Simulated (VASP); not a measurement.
# Mn2B2S (P-3m1) in VASP: notebook

The runs below take Mn2B2S through single point, relaxation of cell and atoms, with PBE.

Everything below comes from runs of VASP 6.6.1. Logs are shortened: lines on timing, memory, paths and dates and some standing lists are left out, and cuts for length are marked.

### Step 1. The cell of the first run

The structure is trigonal, space group P-3m1 (No. 164). Conventional cell: a = 3.414 Å, b = 3.414 Å, c = 5.394 Å, α = 90.00°, β = 90.00°, γ = 120.00°. Within 2.8 Å of Mn (site symmetry 3m) lie 4 B at 1.93 to 1.97 Å and 3 S at 2.63 Å and 3 Mn at 2.75 Å. B (site symmetry 3m) has 4 Mn at 1.93 to 1.97 Å and 3 S at 2.62 Å and 3 B at 2.77 Å within 2.8 Å. Within 3.5 Å of S (site symmetry -3m) lie 6 B at 2.62 Å and 6 Mn at 2.63 Å and 6 S at 3.41 Å.

The cell was generated, and may not be a known phase.

### Step 2. Single point, PBE

Contents of INCAR:

```
ALGO = Fast
EDIFF = 1E-6
ENCUT = 520
GGA = PE
ISIF = 2
ISMEAR = 0
LASPH = T
LCHARG = F
LREAL = F
LWAVE = F
NBANDS = 27
NELM = 60
PREC = Accurate
SIGMA = 0.1
```

Contents of KPOINTS:

```
k-points
0
Gamma
  12 12 8
```

Contents of POSCAR:

```
Mn2B2S
1.0
    3.4141899089      0.0000000000      0.0000000000
   -1.7070949545      2.9567751945      0.0000000000
    0.0000000000      0.0000000000      5.3942299439
Mn B S
2 2 1
Direct
    0.3333333333      0.6666666667      0.6772077854
    0.6666666667      0.3333333333      0.3227922146
    0.6666666667      0.3333333333      0.6800935739
    0.3333333333      0.6666666667      0.3199064261
    0.0000000000      0.0000000000      0.0000000000
```

Potentials or basis: VASP PAW PBE potentials, release 64 (Mn_pv, B, S).

Started as:

```console
$ cat potpaw_PBE.64/Mn_pv/POTCAR potpaw_PBE.64/B/POTCAR potpaw_PBE.64/S/POTCAR > POTCAR
$ mpirun -np 1 vasp_std > vasp.out
```

OUTCAR:

```text
EDIFF = 1E-6
   ENCUT = 520
   GGA = PE
   ISIF = 2
   ISMEAR = 0
   LASPH = T
   LREAL = F
   NELM = 60
   PREC = Accurate

 ion  position               nearest neighbor table
   1  0.333  0.667  0.677-   4 1.93   3 1.97   3 1.97   3 1.97   5 2.63   5 2.63   5 2.63   2 2.75
                             2 2.75   2 2.75
   2  0.667  0.333  0.323-   3 1.93   4 1.97   4 1.97   4 1.97   5 2.63   5 2.63   5 2.63   1 2.75
                             1 2.75   1 2.75
   3  0.667  0.333  0.680-   2 1.93   1 1.97   1 1.97   1 1.97
   4  0.333  0.667  0.320-   1 1.93   2 1.97   2 1.97   2 1.97
   5  0.000  0.000  0.000-   1 2.63   2 2.63   2 2.63   1 2.63   2 2.63   1 2.63

  LATTYP: Found a hexagonal cell.
 ALAT       =     3.4141899089
 C/A-ratio  =     1.5799443171

  Lattice vectors:

 A1 = (   3.4141899089,   0.0000000000,   0.0000000000)
 A2 = (  -1.7070949545,   2.9567751945,   0.0000000000)
 A3 = (   0.0000000000,   0.0000000000,   5.3942299439)

Analysis of symmetry for initial positions (statically):
=====================================================================
 Subroutine PRICEL returns:
 Original cell was already a primitive cell.

 Routine SETGRP: Setting up the symmetry group for a
 hexagonal supercell.

 Subroutine GETGRP returns: Found 12 space group operations
 (whereof 12 operations were pure point group operations)
 out of a pool of 24 trial point group operations.

The static configuration has the point symmetry D_3d.

Analysis of symmetry for dynamics (positions and initial velocities):
=====================================================================
 Subroutine PRICEL returns:
 Original cell was already a primitive cell.

 Routine SETGRP: Setting up the symmetry group for a
 hexagonal supercell.

 Subroutine GETGRP returns: Found 12 space group operations
 (whereof 12 operations were pure point group operations)
 out of a pool of 24 trial point group operations.

The dynamic configuration has the point symmetry D_3d.

 Subroutine INISYM returns: Found 12 space group operations
 (whereof 12 operations are pure point group operations),
 and found     1 'primitive' translations

----------------------------------------------------------------------------------------

                                     Primitive cell

  volume of cell :      54.4547

  direct lattice vectors                    reciprocal lattice vectors
     3.414189909  0.000000000  0.000000000     0.292895248  0.169103150  0.000000000
    -1.707094955  2.956775195  0.000000000     0.000000000  0.338206301  0.000000000
     0.000000000  0.000000000  5.394229944     0.000000000  0.000000000  0.185383273

  length of vectors
     3.414189909  3.414189909  5.394229944     0.338206301  0.338206301  0.185383273

  position of ions in fractional coordinates (direct lattice)
     0.333333333  0.666666667  0.677207785
     0.666666667  0.333333333  0.322792215
     0.666666667  0.333333333  0.680093574
     0.333333333  0.666666667  0.319906426
     0.000000000  0.000000000  0.000000000

  ion indices of the primitive-cell ions
   primitive index   ion index
                 1           1
                 2           2
                 3           3
                 4           4
                 5           5

----------------------------------------------------------------------------------------

 KPOINTS: k-points

Automatic generation of k-mesh.
 Grid dimensions read from file:
 generate k-points for:   12   12    8

 Generating k-lattice:

  Cartesian coordinates                     Fractional coordinates (reciprocal lattice)
     0.024407937  0.014091929  0.000000000     0.083333333  0.000000000  0.000000000
     0.000000000  0.028183858  0.000000000     0.000000000  0.083333333  0.000000000
     0.000000000  0.000000000  0.023172909     0.000000000  0.000000000  0.125000000

  Length of vectors
     0.028183858  0.028183858  0.023172909

  Shift w.r.t. Gamma in fractional coordinates (k-lattice)
     0.000000000  0.000000000  0.000000000

 Subroutine IBZKPT returns following result:
 ===========================================

 Found    131 irreducible k-points:

 Following reciprocal coordinates:
            Coordinates               Weight
  0.000000  0.000000  0.000000      1.000000
  0.083333  0.000000  0.000000      6.000000
  0.166667  0.000000  0.000000      6.000000
  0.250000  0.000000  0.000000      6.000000
  0.333333  0.000000  0.000000      6.000000
  0.416667  0.000000  0.000000      6.000000
[... 16 lines left out ...]
  0.166667  0.000000  0.125000      6.000000
  0.000000  0.166667  0.125000      6.000000
 [... further k-points ...]
   k-points           NKPTS =    131   k-points in BZ     NKDIM =    131   number of bands    NBANDS=     27
   number of dos      NEDOS =    301   number of ions     NIONS =      5
   total plane-waves  NPLWV =  31360
   dimension x,y,z NGX =    28 NGY =   28 NGZ =   40
   dimension x,y,z NGXF=    56 NGYF=   56 NGZF=   80
   ions per type =               2   2   1
   NGX,Y,Z   is equivalent  to a cutoff of  13.63, 13.63, 12.33 a.u.
   NGXF,Y,Z  is equivalent  to a cutoff of  27.27, 27.27, 24.66 a.u.
 SYSTEM =  unknown system
   PREC   = accura    normal or accurate (medium, high low for compatibility)
   ISTART =      0    job   : 0-new  1-cont  2-samecut
   ICHARG =      2    charge: 1-file 2-atom 10-const
   ISPIN  =      1    spin polarized calculation?
   LNONCOLLINEAR =      F non collinear calculations
   LSORBIT =      F    spin-orbit coupling
   LASPH  =      T    aspherical Exc in radial PAW
   ENCUT  =  520.0 eV  38.22 Ry    6.18 a.u.   6.35  6.35 10.03*2*pi/ulx,y,z
   NELM   =     60;   NELMIN=  2; NELMDL= -5     # of ELM steps
   EDIFF  = 0.1E-05   stopping-criterion for ELM
   LREAL  =      F    real-space projection
   EDIFFG = 0.1E-04   stopping-criterion for IOM
   NSW    =      0    number of steps for IOM
   IBRION =     -1    ionic relax: 0-MD 1-quasi-New 2-CG
   NFREE  =      0    steps in history (QN), initial steepest desc. (CG)
   ISIF   =      2    stress and relaxation
   ISYM   =      2    0-nonsym 1-usesym 2-fastsym
   POTIM  = 0.5000    time-step for ionic-motion
   TEBEG  =    0.0;   TEEND  =   0.0 temperature during run
   PSTRESS=    0.0 pullay stress
   NELECT =      38.0000    total number of electrons
   NUPDOWN=      -1.0000    fix difference up-down
   EMIN   =  10.00;   EMAX   =-10.00  energy-range for DOS
   EFERMI =   0.00;   METHOD = LEGACY
   ISMEAR =     0;   SIGMA  =   0.10  broadening in eV -4-tet -1-fermi 0-gaus
   EFERMI_NEDOS =   21; number of points for ismear=-14 and -15
   IALGO  =     68    algorithm
   IMIX   =      4    mixing-type and parameters
     AMIX     =   0.40;   BMIX     =  1.00
     AMIX_MAG =   1.60;   BMIX_MAG =  1.00
  volume/ion in A,a.u.               =      10.89        73.50
  Fermi-wavevector in a.u.,A,eV,Ry     =   1.452081  2.744035 28.688423  2.108540
  Thomas-Fermi vector in A             =   2.569504
   LORBIT       =      0    0 simple, 1 ext, 2 COOP (PROOUT), +10 PAW based schemes
   GGA     = PE    functional components
   LHFCALC =     F    Hartree Fock is set to
   AEXX    =    0.0000 exact exchange contribution
   IVDW    =     0    specifies the selected vdW correction
   LEPSILON=     F    determine dielectric tensor
   LRPA    =     F    only Hartree local field effects (RPA)
 non-spin polarized calculation
 RMM-DIIS sequential band-by-band and
 Gauss-broadening in eV      SIGMA  =   0.10
  energy-cutoff  :      520.00
  volume of cell :       54.45
 maximum number of plane-waves:      1496
 NGX is ok and might be reduce to    28
   NGX = 13   NGY = 13   NGZ = 21

 number of electron      38.0000001 magnetization

 Free energy of the ion-electron system (eV)
  ---------------------------------------------------
  ext. energy  EPLUGINS =         0.00000000
  ---------------------------------------------------
  free energy    TOTEN  =       -33.45722074 eV

  energy without entropy =      -33.45188580  energy(sigma->0) =      -33.45455327

 E-fermi :   7.9403     XC(G=0): -12.1530

 val. band max:        7.9359441252   @ k =   0.0000   0.1667   0.2500
 cond. band min:       7.9614622299   @ k =   0.0000   0.2500   0.1250
 fundamental gap:      0.0255181048
 Fermi energy:         7.9403311897

 k-point     1 :       0.0000    0.0000    0.0000
  band No.  band energies     occupation
      1     -39.8596      2.00000
      2     -39.8596      2.00000
      3     -39.8398      2.00000
      4     -39.8125      2.00000
      5     -39.8125      2.00000
      6     -39.7295      2.00000
[... 19 lines left out ...]
     26      14.6782      0.00000
     27      15.3747      0.00000

 k-point     2 :       0.0833    0.0000    0.0000
  band No.  band energies     occupation
      1     -39.8618      2.00000
      2     -39.8606      2.00000
      3     -39.8430      2.00000
      4     -39.8124      2.00000
      5     -39.8095      2.00000
      6     -39.7298      2.00000
[... 19 lines left out ...]
     26      14.4261      0.00000
     27      14.9133      0.00000

 k-point     3 :       0.1667    0.0000    0.0000
  band No.  band energies     occupation
      1     -39.8677      2.00000
      2     -39.8634      2.00000
      3     -39.8501      2.00000
      4     -39.8122      2.00000
      5     -39.8024      2.00000
      6     -39.7311      2.00000
[... 19 lines left out ...]
     26      13.8272      0.00000
     27      14.1132      0.00000

 k-point     4 :       0.2500    0.0000    0.0000
  band No.  band energies     occupation
      1     -39.8756      2.00000
      2     -39.8671      2.00000
      3     -39.8583      2.00000
      4     -39.8120      2.00000
      5     -39.7934      2.00000
      6     -39.7338      2.00000
[... 19 lines left out ...]
     26      13.0385      0.00000
     27      13.2194      0.00000
[... 516 lines left out ...]
      4     -39.8124      2.00000
      5     -39.8094      2.00000
      6     -39.7301      2.00000
[... 19 lines left out ...]
     26      14.3625      0.00000
     27      14.9575      0.00000

 k-point    23 :       0.1667    0.0000    0.1250
  band No.  band energies     occupation
      1     -39.8677      2.00000
      2     -39.8634      2.00000
      3     -39.8500      2.00000
      4     -39.8122      2.00000
      5     -39.8022      2.00000
      6     -39.7314      2.00000
[... 19 lines left out ...]
     26      13.7327      0.00000
     27      14.0041      0.00000

 k-point    24 :       0.0000    0.1667    0.1250
  band No.  band energies     occupation
      1     -39.8677      2.00000
      2     -39.8634      2.00000
      3     -39.8499      2.00000
      4     -39.8122      2.00000
      5     -39.8023      2.00000
      6     -39.7313      2.00000
[... 19 lines left out ...]
     26      13.8301      0.00000
     27      14.4596      0.00000

 [... further k-points ...]

------------------------ aborting loop because EDIFF is reached ----------------------------------------

  FORCE on cell =-STRESS in cart. coord.  units (eV):
  Direction    XX          YY          ZZ          XY          YZ          ZX
  --------------------------------------------------------------------------------------
  -------------------------------------------------------------------------------------
  Total        0.0270708      0.0270708      0.0027219     -0.0000000     -0.0000000     -0.0000000
  in kB        0.7964826      0.7964826      0.0800838     -0.0000000     -0.0000000     -0.0000000
  external PRESSURE =       0.5576830 kB  Pullay stress =       0.0000000 kB

 VOLUME and BASIS-vectors are now :
 -----------------------------------------------------------------------------
  energy-cutoff  :      520.00
  volume of cell :       54.45
      direct lattice vectors                 reciprocal lattice vectors
     3.414189909  0.000000000  0.000000000     0.292895248  0.169103150  0.000000000
    -1.707094955  2.956775195  0.000000000     0.000000000  0.338206301  0.000000000
     0.000000000  0.000000000  5.394229944     0.000000000  0.000000000  0.185383273

 POSITION                                       TOTAL-FORCE (eV/Angst)
 -----------------------------------------------------------------------------------
     -0.00000      1.97118      3.65301        -0.000000      0.000000      0.041709
      1.70709      0.98559      1.74122        -0.000000     -0.000000     -0.041709
      1.70709      0.98559      3.66858         0.000000      0.000000      0.013693
     -0.00000      1.97118      1.72565         0.000000      0.000000     -0.013693
      0.00000      0.00000      0.00000        -0.000000      0.000000      0.000000
 -----------------------------------------------------------------------------------
    total drift:                                0.000000     -0.000000     -0.000000

  FREE ENERGIE OF THE ION-ELECTRON SYSTEM (eV)
  ---------------------------------------------------
  free  energy   TOTEN  =       -33.4572207360 eV

  energy  without entropy=      -33.4518858017  energy(sigma->0) =      -33.45455327
```

Wall time 9 min (1 thread of Oxide Virtual Turin-like, shared host); peak memory 0.26 GiB.

Results:

- Free energy: -33.4572 eV
- Pressure: 0.1 GPa
- Largest force: 0.042 eV/Å
- Band gap on the k mesh: zero (bands 19 and 20 overlap by 0.35 eV)

Forces on the atoms (eV/Å):
```
Mn   0.000  0.000  0.042
Mn   0.000  0.000 -0.042
B    0.000  0.000  0.014
B    0.000  0.000 -0.014
S    0.000  0.000  0.000
```

Caveat: the run has no spin polarisation, though such a crystal can be magnetic.

### Step 3. Single point, PBE, collinear spin, ferromagnetic start

Contents of INCAR:

```
ALGO = Normal
EDIFF = 1E-6
ENCUT = 520
GGA = PE
ISIF = 2
ISMEAR = 0
ISPIN = 2
LASPH = T
LCHARG = T
LELF = T
LMAXMIX = 4
LORBIT = 11
LREAL = F
LVHAR = T
LWAVE = F
MAGMOM = 4 4 0 0 0
NBANDS = 31
NELM = 150
PREC = Accurate
SIGMA = 0.1
```

Contents of KPOINTS:

```
k-points
0
Gamma
  6 6 4
```

Contents of POSCAR:

```
Mn2B2S
1.0
    3.4145954726      0.0000000000      0.0000000000
   -1.7072977363      2.9571264229      0.0000000000
    0.0000000000      0.0000000000      5.3920691219
Mn B S
2 2 1
Direct
    0.3333333333      0.6666666667      0.6774167281
    0.6666666667      0.3333333333      0.3225832719
    0.6666666667      0.3333333333      0.6795754538
    0.3333333333      0.6666666667      0.3204245462
    0.0000000000      0.0000000000      0.0000000000
```

Potentials or basis: VASP PAW PBE potentials, release 64 (Mn_pv, B, S).

Started as:

```console
$ cat potpaw_PBE.64/Mn_pv/POTCAR potpaw_PBE.64/B/POTCAR potpaw_PBE.64/S/POTCAR > POTCAR
$ mpirun -np 1 vasp_std > vasp.out
```

OUTCAR:

```text
EDIFF = 1E-6
   ENCUT = 520
   GGA = PE
   ISIF = 2
   ISMEAR = 0
   ISPIN = 2
   LASPH = T
   LORBIT = 11
   LREAL = F
   NELM = 150
   PREC = Accurate

 ion  position               nearest neighbor table
   1  0.333  0.667  0.677-   4 1.92   3 1.97   3 1.97   3 1.97   5 2.63   5 2.63   5 2.63   2 2.75
                             2 2.75   2 2.75
   2  0.667  0.333  0.323-   3 1.92   4 1.97   4 1.97   4 1.97   5 2.63   5 2.63   5 2.63   1 2.75
                             1 2.75   1 2.75
   3  0.667  0.333  0.680-   2 1.92   1 1.97   1 1.97   1 1.97
[... 1869 lines left out ...]
    -1.707297736  2.957126423  0.000000000     0.000000000  0.338166131  0.000000000
     0.000000000  0.000000000  5.392069122     0.000000000  0.000000000  0.185457563

 POSITION                                       TOTAL-FORCE (eV/Angst)
 -----------------------------------------------------------------------------------
     -0.00000      1.97142      3.65268         0.000000     -0.000000      0.055863
      1.70730      0.98571      1.73939        -0.000000      0.000000     -0.055863
      1.70730      0.98571      3.66432         0.000000      0.000000      0.033703
     -0.00000      1.97142      1.72775        -0.000000      0.000000     -0.033703
      0.00000      0.00000      0.00000         0.000000      0.000000      0.000000
 -----------------------------------------------------------------------------------
    total drift:                                0.000000     -0.000000      0.000000

  FREE ENERGIE OF THE ION-ELECTRON SYSTEM (eV)
  ---------------------------------------------------
  free  energy   TOTEN  =       -33.4512013620 eV

  energy  without entropy=      -33.4442112419  energy(sigma->0) =      -33.44770630

 total charge

# of ion       s       p       d       tot
------------------------------------------
    1        0.366   6.347   5.385  12.098
    2        0.366   6.347   5.385  12.098
    3        0.783   1.118   0.000   1.902
    4        0.783   1.118   0.000   1.902
    5        1.369   2.211   0.000   3.579
--------------------------------------------------
tot          3.667  17.142  10.771  31.579

 magnetization (x)

# of ion       s       p       d       tot
------------------------------------------
    1       -0.000  -0.000   0.001   0.001
    2       -0.000  -0.000   0.001   0.001
    3       -0.000  -0.000   0.000  -0.000
    4       -0.000  -0.000   0.000  -0.000
    5       -0.000  -0.000   0.000  -0.000
--------------------------------------------------
tot         -0.000  -0.000   0.001   0.001
```

It took 3 min on 1 thread of Oxide Virtual Turin-like, shared host; peak memory 0.2 GiB.

What came out:

```
Free energy                                           : -33.4512 eV
Pressure                                              : 0.1 GPa
Largest force                                         : 0.056 eV/Å
Band gap on the k mesh                                : zero (filled and empty bands overlap)
Net moment                                            : 0.00 μB per cell
Valence electrons inside the program's atomic spheres : Mn 12.10; B 1.90; S 3.58
```

Forces on the atoms (eV/Å):
```
Mn   0.000  0.000  0.056
Mn   0.000  0.000 -0.056
B    0.000  0.000  0.034
B    0.000  0.000 -0.034
S    0.000  0.000  0.000
```

Levels at points of the mesh, in eV from the Fermi level:
Spin up:
| k point | band 17 | band 18 | band 19 | band 20 | band 21 | band 22 |
| --- | --- | --- | --- | --- | --- | --- |
| (0.00, 0.00, 0.00) | -1.45 | -0.78 | -0.78 | 1.28 | 1.31 | 1.31 |
| (0.50, 0.00, 0.00) | -1.35 | -0.54 | -0.30 | -0.26 | 0.10 | 1.26 |
| (0.00, 0.00, 0.50) | -0.54 | -0.24 | -0.24 | 0.03 | 0.03 | 0.08 |
| (0.50, 0.00, 0.50) | -0.80 | -0.70 | -0.68 | 0.41 | 1.21 | 1.42 |
Spin down:
```csv
k point,band 17,band 18,band 19,band 20,band 21,band 22
"(0.00, 0.00, 0.00)",-1.45,-0.78,-0.78,1.28,1.31,1.31
"(0.50, 0.00, 0.00)",-1.35,-0.54,-0.30,-0.26,0.10,1.26
"(0.00, 0.00, 0.50)",-0.54,-0.24,-0.24,0.03,0.03,0.08
"(0.50, 0.00, 0.50)",-0.80,-0.70,-0.68,0.41,1.21,1.42
```

Caveat: the moments typed at the start vanished in this run. With open d or f shells a metallic result of PBE can be an artefact of self-interaction; +U or a hybrid may open a gap.

(Continued in part 2 of 2.)

The gap in the log of VASP goes by the Fermi energy; the results here count the filled bands.